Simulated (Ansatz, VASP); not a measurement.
Sn2S3: VASP beside Ansatz

```
Sn S
1.0
     3.87731    0.00000    0.00000
    -1.93866    3.35785    0.00000
     0.00000    0.00000    9.21779
Sn S
2 3
Direct
  0.33333 0.66667 0.18434
  0.66667 0.33333 0.81566
  0.00000 0.00000 0.00000
  0.33333 0.66667 0.66988
  0.66667 0.33333 0.33012
```

Alike in both runs: functional r2SCAN; k mesh 12 × 12 × 4; occupations gaussian, width 0.1 eV; no spin polarisation.

Ansatz relaxed the structure, and its values are those at the end. VASP's run is a single point on that final structure, the one shown.

```csv
,VASP,Ansatz
version,VASP 6.6.1,Ansatz 0.2.0
potentials or method,"VASP PAW PBE potentials, release 64 (Sn_d, S), cutoff 520 eV","scalar-relativistic, plane waves, PAW"
valence electrons in the cell,46,46
```

|  | VASP | Ansatz | Ansatz less VASP |
| --- | --- | --- | --- |
| gap on the k mesh at the Fermi level (eV) | none | none | - |
| pressure (GPa) | 0.0 | 0.0 | +0.03 |

VASP's potentials were made for PBE, not for r2SCAN. A gap of «none» marks a metal or a gap that the smearing closes. The functional is the same, so the differences come from potentials, cutoffs and numerics.
